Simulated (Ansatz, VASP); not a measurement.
Rb: VASP beside Ansatz

```xyz
1
Lattice="-2.8350 2.8350 2.8350 2.8350 -2.8350 2.8350 2.8350 2.8350 -2.8350" Properties=species:S:1:pos:R:3 pbc="T T T"
Rb    0.0000    0.0000    0.0000
```

Alike in both runs: functional PBE; k mesh 10 × 10 × 10; occupations gaussian, width 0.1 eV; no spin polarisation.

Ansatz relaxed the structure, and its values are those at the end. VASP's run is a single point on that final structure, the one shown.

```csv
,VASP,Ansatz
version,VASP 6.6.1,Ansatz 0.2.0
potentials or method,"VASP PAW PBE potentials, release 64 (Rb_sv), cutoff 520 eV","scalar-relativistic, plane waves, PAW"
valence electrons in the cell,9,9
```

|  | VASP | Ansatz | Ansatz less VASP |
| --- | --- | --- | --- |
| gap on the k mesh at the Fermi level (eV) | none | none | - |
| pressure (GPa) | 0.0 | 0.0 | 0.00 |

A gap of «none» marks a metal or a gap that the smearing closes. The functional is the same, so the differences come from potentials, cutoffs and numerics.
